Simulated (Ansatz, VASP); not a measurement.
# Two plane-wave programs on Sr

Contents of POSCAR:

```
Sr
1.0
   -2.3619500000      2.3619500000      2.5879477096
    2.3619500000     -2.3619500000      2.5879477096
    2.3619500000      2.3619500000     -2.5879477096
Sr
1
Direct
    0.0000000000      0.0000000000      0.0000000000
```

Contents of INCAR.step1:

```
SYSTEM = Sr
ALGO     = Normal         ! electronic algorithm
EDIFF    = 1E-4           ! SCF threshold, eV
ENCUT    = 520            ! plane-wave cutoff, eV
GGA      = PE             ! functional
ISMEAR   = -1             ! smearing method
LASPH    = .True.         ! aspherical terms in the spheres
LCHARG   = .False.        ! write CHGCAR
LREAL    = .False.        ! projectors in reciprocal space
LWAVE    = .True.         ! write WAVECAR
NBANDS   = 11             ! bands
NELM     = 80             ! most SCF steps
PREC     = Accurate       ! precision mode
SIGMA    = 0.3            ! smearing width, eV
```

INCAR.step2

```
SYSTEM = Sr
ALGO     = Normal         ! electronic algorithm
EDIFF    = 1E-6           ! SCF threshold, eV
ENCUT    = 520            ! plane-wave cutoff, eV
ISIF     = 2              ! what is computed and relaxed
ISMEAR   = -1             ! smearing method
ISTART   = 1            
LASPH    = .True.         ! aspherical terms in the spheres
LCHARG   = .False.        ! write CHGCAR
LMIXTAU  = .True.       
LREAL    = .False.        ! projectors in reciprocal space
LWAVE    = .False.        ! write WAVECAR
METAGGA  = R2SCAN         ! meta-GGA
NBANDS   = 11             ! bands
NELM     = 80             ! most SCF steps
PREC     = Accurate       ! precision mode
SIGMA    = 0.3            ! smearing width, eV
```

Contents of KPOINTS:

```
k-points
0
Gamma
  10 10 10
  0 0 0
```

Input for Ansatz:

```yaml
crystal:
  lattice:
    - [-2.3619499999999998, 2.3619499999999998, 2.587947709639707]
    - [2.3619499999999998, -2.3619499999999998, 2.587947709639707]
    - [2.3619499999999998, 2.3619499999999998, -2.587947709639707]
  atoms:
    - { symbol: Sr, position: [0.0, 0.0, 0.0] }
basis:
  ecutwfc: 630.0
kpoints:
  mp_grid:
    grid: [10, 10, 10]
hamiltonian:
  xc: r2scan
scf:
  n_extra_bands: 2
  convergence:
    dr2_threshold: 1.0e-08
  occupations:
    method: fermi_dirac
    width: 0.3
output:
  stress: true
```

Alike in both runs: task single point; functional r2SCAN; k mesh 10 × 10 × 10; occupations fermi-dirac, width 0.3 eV; no spin polarisation.

|  | VASP | Ansatz |
| --- | --- | --- |
| version | VASP 6.6.1 | Ansatz 0.2.0 |
| potentials or method | VASP PAW PBE potentials, release 64 (Sr_sv), cutoff 520 eV | plane waves, PAW |
| valence electrons in the cell | 10 | 10 |

|  | VASP | Ansatz | Ansatz less VASP |
| --- | --- | --- | --- |
| gap on the k mesh at the Fermi level (eV) | none | none | - |
| pressure (GPa) | -0.2 | -0.2 | -0.02 |
| traceless stress, the component that is largest in VASP (GPa) | -0.09 | -0.09 | +0.001 |

VASP's potentials were made for PBE, not for r2SCAN. A gap of «none» marks a metal or a gap that the smearing closes. The functional is the same, so the differences come from potentials, cutoffs and numerics. Ansatz's warnings: stress scf threshold loose.
